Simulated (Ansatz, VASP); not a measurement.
Ca: VASP beside Ansatz

The input POSCAR:

```
Ca
1.0
    3.8285692913      0.0000000000      0.0000000000
   -1.9142846457      3.3156382664      0.0000000000
    0.0000000000      0.0000000000      6.2968932109
Ca
2
Direct
    0.3333333333      0.6666666667      0.2500000000
    0.6666666667      0.3333333333      0.7500000000
```

File INCAR.step1:

```
SYSTEM = Ca
ALGO = Normal
EDIFF = 1E-4
ENCUT = 520
GGA = PE
ISMEAR = -1
LASPH = .True.
LCHARG = .False.
LREAL = .False.
LWAVE = .True.
NBANDS = 17
NELM = 60
PREC = Accurate
SIGMA = 0.1
```

Contents of INCAR.step2:

```
SYSTEM = Ca
ALGO = Normal
EDIFF = 1E-6
ENCUT = 520
ISIF = 2
ISMEAR = -1
ISTART = 1
LASPH = .True.
LCHARG = .False.
LMIXTAU = .True.
LREAL = .False.
LWAVE = .False.
METAGGA = R2SCAN
NBANDS = 17
NELM = 60
PREC = Accurate
SIGMA = 0.1
```

Contents of KPOINTS:

```
k-points
0
Gamma
  10 10 6
  0 0 0
```

Input for Ansatz:

```yaml
crystal:
  lattice:
    - [3.8285692913, 0.0, 0.0]
    - [-1.9142846457, 3.3156382664, 0.0]
    - [0.0, 0.0, 6.2968932109]
  atoms:
    - { symbol: Ca, position: [0.3333333333, 0.6666666667, 0.25] }
    - { symbol: Ca, position: [0.6666666667, 0.3333333333, 0.75] }
hamiltonian:
  xc: r2scan
  pseudopotentials:
    kind: paw
    azcp:
      Ca: "pseudopotentials/Ca.paw.azcp"
basis:
  ecutwfc: 500
  fft_grid_basis: typed
kpoints:
  mp_grid: { grid: [10, 10, 6], shift: [0, 0, 0] }
magnetization:
  spin_polarized: false
scf:
  occupations: { method: fermi_dirac, width: 0.1 }
  lower_state_search: "off"
output:
  stress: true
```

Alike in both runs: task single point; functional r2SCAN; k mesh 10 × 10 × 6; occupations fermi-dirac, width 0.1 eV; no spin polarisation.

```csv
,VASP,Ansatz
version,VASP 6.6.1,Ansatz 0.2.0
potentials or method,"VASP PAW PBE potentials, release 64 (Ca_sv), cutoff 520 eV","plane waves (500 eV) with PAW, scalar-relativistic"
valence electrons in the cell,20,20
```

|  | VASP | Ansatz | Ansatz less VASP |
| --- | --- | --- | --- |
| pressure (GPa) | 1.8 | 1.7 | -0.06 |
| traceless stress, the component that is largest in VASP (GPa) | 0.12 | 0.12 | -0.006 |

VASP's potentials were made for PBE, not for r2SCAN.
